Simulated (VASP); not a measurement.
# FeSi (P2_13) in VASP: settings compared

Aim: see how the results for FeSi move with the level of theory and the settings. Levels: PBE, r2SCAN. Tasks: single point.

Program: VASP 6.6.1. These are calculated values, not measurements. Logs are shortened: lines on timing, memory, paths and dates and some standing lists are left out, and cuts for length are marked.

**1. The cell of the first run**

The structure is cubic, space group P2_13 (No. 198). Conventional cell: a = 4.403 Å, b = 4.403 Å, c = 4.403 Å, α = 90.00°, β = 90.00°, γ = 90.00°. Within 3.0 Å of Fe (site symmetry 3) lie 7 Si at 2.25 to 2.47 Å and 6 Fe at 2.70 Å. Si (site symmetry 3) has 7 Fe at 2.25 to 2.47 Å and 6 Si at 2.73 Å within 3.0 Å.

**2. Single point, PBE**

INCAR reads:

```
SYSTEM = FeSi
ALGO = Normal
EDIFF = 1E-6
ENCUT = 520
GGA = PE
ISIF = 2
ISMEAR = -1
LASPH = .True.
LCHARG = .False.
LREAL = .False.
LWAVE = .False.
NBANDS = 34
NELM = 80
PREC = Accurate
SIGMA = 0.02
```

KPOINTS reads:

```
k-points
0
Gamma
  6 6 6
  0 0 0
```

POSCAR reads:

```
FeSi
1.0
    4.4030518950      0.0000000000      0.0000000000
    0.0000000000      4.4030518950      0.0000000000
    0.0000000000      0.0000000000      4.4030518950
Fe Si
4 4
Direct
    0.8633399905      0.6366600095      0.3633399905
    0.6366600095      0.3633399905      0.8633399905
    0.3633399905      0.8633399905      0.6366600095
    0.1366600095      0.1366600095      0.1366600095
    0.1588681659      0.3411318341      0.6588681659
    0.3411318341      0.6588681659      0.1588681659
    0.6588681659      0.1588681659      0.3411318341
    0.8411318341      0.8411318341      0.8411318341
```

Potentials or basis: VASP PAW PBE potentials, release 64 (Fe, Si).

Started as:

```
$ cat potpaw_PBE.64/Fe/POTCAR potpaw_PBE.64/Si/POTCAR > POTCAR
$ mpirun -np 1 vasp_std > vasp.out
```

OUTCAR:

```text
SYSTEM = FeSi
   EDIFF = 1E-6
   ENCUT = 520
   GGA = PE
   ISIF = 2
   ISMEAR = -1
   LASPH = .True.
   LREAL = .False.
   NELM = 80
   PREC = Accurate

 ion  position               nearest neighbor table
   1  0.863  0.637  0.363-   5 2.25   6 2.29   7 2.29   8 2.29   7 2.47   8 2.47   6 2.47   2 2.70
                             2 2.70   3 2.70   4 2.70   3 2.70   4 2.70
   2  0.637  0.363  0.863-   6 2.25   5 2.29   7 2.29   8 2.29   5 2.47   7 2.47   8 2.47   1 2.70
                             1 2.70   3 2.70   3 2.70   4 2.70   4 2.70
   3  0.363  0.863  0.637-   7 2.25   6 2.29   5 2.29   8 2.29   6 2.47   5 2.47   8 2.47   1 2.70
                             4 2.70   2 2.70   2 2.70   1 2.70   4 2.70
   4  0.137  0.137  0.137-   8 2.25   6 2.29   7 2.29   5 2.29   6 2.47   5 2.47   7 2.47   2 2.70
                             3 2.70   1 2.70   3 2.70   1 2.70   2 2.70
   5  0.159  0.341  0.659-   1 2.25   2 2.29   3 2.29   4 2.29   3 2.47   4 2.47   2 2.47   7 2.73
                             7 2.73   6 2.73   8 2.73   8 2.73   6 2.73
   6  0.341  0.659  0.159-   2 2.25   1 2.29   3 2.29   4 2.29   1 2.47   3 2.47   4 2.47   8 2.73
                             8 2.73   5 2.73   5 2.73   7 2.73   7 2.73
   7  0.659  0.159  0.341-   3 2.25   2 2.29   1 2.29   4 2.29   2 2.47   1 2.47   4 2.47   5 2.73
                             5 2.73   6 2.73   6 2.73   8 2.73   8 2.73
   8  0.841  0.841  0.841-   4 2.25   2 2.29   3 2.29   1 2.29   2 2.47   1 2.47   3 2.47   6 2.73
                             6 2.73   7 2.73   7 2.73   5 2.73   5 2.73

  LATTYP: Found a simple cubic cell.
 ALAT       =     4.4030518950

  Lattice vectors:

 A1 = (   4.4030518950,   0.0000000000,   0.0000000000)
 A2 = (   0.0000000000,   4.4030518950,   0.0000000000)
 A3 = (   0.0000000000,   0.0000000000,   4.4030518950)

Analysis of symmetry for initial positions (statically):
=====================================================================
 Subroutine PRICEL returns:
 Original cell was already a primitive cell.

 Routine SETGRP: Setting up the symmetry group for a
 simple cubic supercell.

 Subroutine GETGRP returns: Found 12 space group operations
 (whereof  3 operations were pure point group operations)
 out of a pool of 48 trial point group operations.

The static configuration has the point symmetry C_3 .
 The point group associated with its full space group is T   .

Analysis of symmetry for dynamics (positions and initial velocities):
=====================================================================
 Subroutine PRICEL returns:
 Original cell was already a primitive cell.

 Routine SETGRP: Setting up the symmetry group for a
 simple cubic supercell.

[... 124 lines left out ...]
   POTIM  = 0.5000    time-step for ionic-motion
   TEBEG  =    0.0;   TEEND  =   0.0 temperature during run
   PSTRESS=    0.0 pullay stress
   NELECT =      48.0000    total number of electrons
   NUPDOWN=      -1.0000    fix difference up-down
   EMIN   =  10.00;   EMAX   =-10.00  energy-range for DOS
   EFERMI =   0.00;   METHOD = LEGACY
   ISMEAR =    -1;   SIGMA  =   0.02  broadening in eV -4-tet -1-fermi 0-gaus
   EFERMI_NEDOS =   21; number of points for ismear=-14 and -15
   IALGO  =     38    algorithm
   IMIX   =      4    mixing-type and parameters
     AMIX     =   0.40;   BMIX     =  1.00
     AMIX_MAG =   1.60;   BMIX_MAG =  1.00
  volume/ion in A,a.u.               =      10.67        72.01
  Fermi-wavevector in a.u.,A,eV,Ry     =   1.351247  2.553487 24.842452  1.825869
  Thomas-Fermi vector in A             =   2.478685
   LORBIT       =      0    0 simple, 1 ext, 2 COOP (PROOUT), +10 PAW based schemes
   GGA     = PE    functional components
   LHFCALC =     F    Hartree Fock is set to
   AEXX    =    0.0000 exact exchange contribution
   IVDW    =     0    specifies the selected vdW correction
   LEPSILON=     F    determine dielectric tensor
   LRPA    =     F    only Hartree local field effects (RPA)
 non-spin polarized calculation
  energy-cutoff  :      520.00
  volume of cell :       85.36
 maximum number of plane-waves:      2325
 NGX is ok and might be reduce to    36
   NGX = 17   NGY = 17   NGZ = 17

 number of electron      48.0000004 magnetization

 Free energy of the ion-electron system (eV)
  ---------------------------------------------------
  ext. energy  EPLUGINS =         0.00000000
  ---------------------------------------------------
  free energy    TOTEN  =       -58.72211140 eV

  energy without entropy =      -58.72094652  energy(sigma->0) =      -58.72152896

 E-fermi :  10.2006     XC(G=0): -12.9518

 val. band max:       10.1135456467   @ k =   0.5000   0.0000   0.0000
 cond. band min:      10.2889172407   @ k =  -0.1667   0.3333   0.0000
 fundamental gap:      0.1753715941
 Fermi energy:        10.2006343206

 k-point     1 :       0.0000    0.0000    0.0000
  band No.  band energies     occupation
      1      -3.3630      2.00000
      2       2.0963      2.00000
      3       2.0963      2.00000
      4       2.0963      2.00000
      5       4.9471      2.00000
      6       4.9471      2.00000
[... 877 lines left out ...]
     33      16.4472      0.00000
     34      16.4472      0.00000

------------------------ aborting loop because EDIFF is reached ----------------------------------------

  FORCE on cell =-STRESS in cart. coord.  units (eV):
  Direction    XX          YY          ZZ          XY          YZ          ZX
  --------------------------------------------------------------------------------------
  -------------------------------------------------------------------------------------
  Total        4.0151108      4.0151108      4.0151108      0.0000000      0.0000000      0.0000000
  in kB       75.3610081     75.3610081     75.3610081      0.0000000      0.0000000      0.0000000
  external PRESSURE =      75.3610081 kB  Pullay stress =       0.0000000 kB

 VOLUME and BASIS-vectors are now :
 -----------------------------------------------------------------------------
  energy-cutoff  :      520.00
  volume of cell :       85.36
      direct lattice vectors                 reciprocal lattice vectors
     4.403051895  0.000000000  0.000000000     0.227115197  0.000000000  0.000000000
     0.000000000  4.403051895  0.000000000     0.000000000  0.227115197  0.000000000
     0.000000000  0.000000000  4.403051895     0.000000000  0.000000000  0.227115197

 POSITION                                       TOTAL-FORCE (eV/Angst)
 -----------------------------------------------------------------------------------
      3.80133      2.80325      1.59980        -0.060031      0.060031     -0.060031
      2.80325      1.59980      3.80133         0.060031     -0.060031     -0.060031
      1.59980      3.80133      2.80325        -0.060031     -0.060031      0.060031
      0.60172      0.60172      0.60172         0.060031      0.060031      0.060031
      0.69950      1.50202      2.90103        -0.009552      0.009552     -0.009552
      1.50202      2.90103      0.69950         0.009552     -0.009552     -0.009552
      2.90103      0.69950      1.50202        -0.009552     -0.009552      0.009552
      3.70355      3.70355      3.70355         0.009552      0.009552      0.009552
 -----------------------------------------------------------------------------------
    total drift:                               -0.000001     -0.000001     -0.000000

  FREE ENERGIE OF THE ION-ELECTRON SYSTEM (eV)
  ---------------------------------------------------
  free  energy   TOTEN  =       -58.7221114015 eV

  energy  without entropy=      -58.7209465169  energy(sigma->0) =      -58.72152896
```

stdout:

```text
POSCAR found type information on POSCAR FeSi
 POSCAR found :  2 types and       8 ions
 scaLAPACK will be used
 LDA part: xc-table for (Slater+PW92), standard interpolation
 POSCAR, INCAR and KPOINTS ok, starting setup
 FFT: planning ... GRIDC
 FFT: planning ... GRID_SOFT
 FFT: planning ... GRID
 WAVECAR not read
 entering main loop
```

It took 34 s on 1 thread of Intel Xeon 6975P-C (Granite Rapids), shared host; peak memory 0.22 GiB.

Results:

```yaml
Free_energy: -58.7221 eV
Pressure: 7.5 GPa
Largest_force: 0.104 eV/Å
Band_gap_on_the_k_mesh: 0.18 eV
```

Forces in eV/Å, atoms in the order of the input:
```
Fe  -0.060  0.060 -0.060
Fe   0.060 -0.060 -0.060
Fe  -0.060 -0.060  0.060
Fe   0.060  0.060  0.060
Si  -0.010  0.010 -0.010
Si   0.010 -0.010 -0.010
Si  -0.010 -0.010  0.010
Si   0.010  0.010  0.010
```

Caveat: the cell stands under pressure.

**3. Single point, r2SCAN**

POSCAR is that of step 2.

INCAR.step1 reads:

```
ALGO = Normal
EDIFF = 1E-4
ENCUT = 520
GGA = PE
ISMEAR = -1
LASPH = T
LCHARG = F
LREAL = F
LWAVE = T
NBANDS = 34
NELM = 60
PREC = Accurate
SIGMA = 0.02
```

INCAR.step2 reads:

```
ALGO = Normal
EDIFF = 1E-6
ENCUT = 520
ISIF = 2
ISMEAR = -1
ISTART = 1
LASPH = T
LCHARG = T
LELF = T
LMIXTAU = T
LREAL = F
LVHAR = T
LWAVE = F
METAGGA = R2SCAN
NBANDS = 34
NELM = 60
PREC = Accurate
SIGMA = 0.02
```

KPOINTS reads:

```
k-points
0
Gamma
  6 6 6
```

Potentials or basis: VASP PAW PBE potentials, release 64 (Fe, Si).

Started as:

```
$ cat potpaw_PBE.64/Fe/POTCAR potpaw_PBE.64/Si/POTCAR > POTCAR
$ cp INCAR.step1 INCAR
$ mpirun -np 1 vasp_std > vasp.out
$ cp INCAR.step2 INCAR
$ mpirun -np 1 vasp_std > vasp.out
```

It took 2 min on 1 thread of Intel Xeon 6975P-C (Granite Rapids), shared host; peak memory 0.24 GiB.

Results (log left out):

```
Free energy            : -94.7644 eV
Pressure               : 0.4 GPa
Largest force          : 0.038 eV/Å
Band gap on the k mesh : 0.32 eV (least direct gap 0.35 eV)
```

Forces in eV/Å, atoms in the order of the input:
```
Fe  -0.022  0.022 -0.022
Fe   0.022 -0.022 -0.022
Fe  -0.022 -0.022  0.022
Fe   0.022  0.022  0.022
Si  -0.001  0.001 -0.001
Si   0.001 -0.001 -0.001
Si  -0.001 -0.001  0.001
Si   0.001  0.001  0.001
```

Levels at points of the mesh, in eV from the valence-band top:
```
           k point  band 20  band 21  band 22  band 23  band 24  band 25  band 26  band 27  band 28  band 29
(0.00, 0.00, 0.00)    -0.38    -0.38    -0.38    -0.12    -0.12     0.84     0.84     0.84     3.41     3.41
(0.50, 0.00, 0.00)    -1.40    -0.49    -0.49    -0.05    -0.05     0.37     0.37     1.96     1.96     2.54
(0.50, 0.50, 0.00)    -1.35    -1.11    -1.11    -0.45    -0.45     0.81     0.81     1.56     1.56     3.05
(0.50, 0.50, 0.50)    -0.82    -0.79    -0.79    -0.79    -0.79     0.72     0.72     0.72     0.72     6.33
```

Caveat: the PAW data sets were made with another functional, which shifts forces and pressure a little. Spin polarisation is off, so any magnetic state and its effect on volume and gap are missing.

**4. Single point, r2SCAN**

POSCAR is that of step 3.

INCAR.step1 reads:

```
SYSTEM = FeSi
PREC = Accurate ; ENCUT = 520
ISMEAR = 0 ; SIGMA = 0.01
LREAL = .FALSE. ; LASPH = .TRUE.
NELM = 100 ; NBANDS = 34
GGA = PE ; ALGO = Normal
EDIFF = 1E-4 ; LWAVE = .TRUE.
LCHARG = .FALSE.
```

INCAR.step2 reads:

```
SYSTEM = FeSi
PREC = Accurate ; ENCUT = 520
EDIFF = 1E-7 ; ISMEAR = 0
SIGMA = 0.01 ; LREAL = .FALSE.
LASPH = .TRUE. ; NELM = 100
ALGO = Normal ; ISIF = 2
LWAVE = .FALSE. ; LCHARG = .FALSE.
METAGGA = R2SCAN ; LMIXTAU = .TRUE.
NBANDS = 34 ; ISTART = 1
```

KPOINTS reads:

```
Automatic mesh
0
G
  6 6 6
  0 0 0
```

Started as:

```
$ cat potpaw_PBE.64/Fe/POTCAR potpaw_PBE.64/Si/POTCAR > POTCAR
$ cp INCAR.step1 INCAR
$ mpirun -np 1 vasp_std > vasp.out
$ cp INCAR.step2 INCAR
$ mpirun -np 1 vasp_std > vasp.out
```

It took 2.1 min on 1 thread of Intel Xeon 6975P-C (Granite Rapids), shared host; peak memory 0.23 GiB.

The run converged. Its results:

```
Free energy            : -94.7644 eV
Pressure               : 0.4 GPa
Largest force          : 0.038 eV/Å
Band gap on the k mesh : 0.32 eV (least direct gap 0.35 eV)
```

Forces on the atoms (eV/Å):
```
Fe  -0.022  0.022 -0.022
Fe   0.022 -0.022 -0.022
Fe  -0.022 -0.022  0.022
Fe   0.022  0.022  0.022
Si  -0.001  0.001 -0.001
Si   0.001 -0.001 -0.001
Si  -0.001 -0.001  0.001
Si   0.001  0.001  0.001
```

Levels at points of the mesh, in eV from the valence-band top:
```csv
k point,band 21,band 22,band 23,band 24,band 25,band 26,band 27,band 28
"(0.00, 0.00, 0.00)",-0.38,-0.38,-0.12,-0.12,0.84,0.84,0.84,3.41
"(0.50, 0.00, 0.00)",-0.49,-0.49,-0.05,-0.05,0.37,0.37,1.96,1.96
"(0.50, 0.50, 0.00)",-1.11,-1.11,-0.45,-0.45,0.81,0.81,1.56,1.56
"(0.50, 0.50, 0.50)",-0.79,-0.79,-0.79,-0.79,0.72,0.72,0.72,0.72
```

Caveat: the PAW data sets were made with another functional, which shifts forces and pressure a little.

**5. The runs side by side**

```tsv
level	smearing	gap on the mesh (eV)	pressure (GPa)	largest force (eV/Å)
PBE	fermi-dirac 0.02 eV	0.18	7.5	0.10
r2SCAN	fermi-dirac 0.02 eV	0.32	0.4	0.04
r2SCAN	gaussian 0.01 eV	0.32	0.4	0.04
```

Alike in all rows: task single point; potentials or basis VASP PAW PBE potentials, release 64 (Fe, Si); no spin polarisation; cell a = 4.403 Å, 8 atoms; k mesh 6 × 6 × 6; cutoff (eV) 520.

On the cell as given the gap runs from 0.18 eV (PBE) to 0.32 eV (r2SCAN). The pressure there spans 0.4 GPa (r2SCAN) to 7.5 GPa (PBE); a positive pressure means that this level wants a larger cell, a negative one a smaller.

Caveats: the PAW data sets were made with another functional, which shifts forces and pressure a little (at least some runs); the cell stands under pressure (at least some runs).

Absolute energies hang on the potentials; compare differences alone.
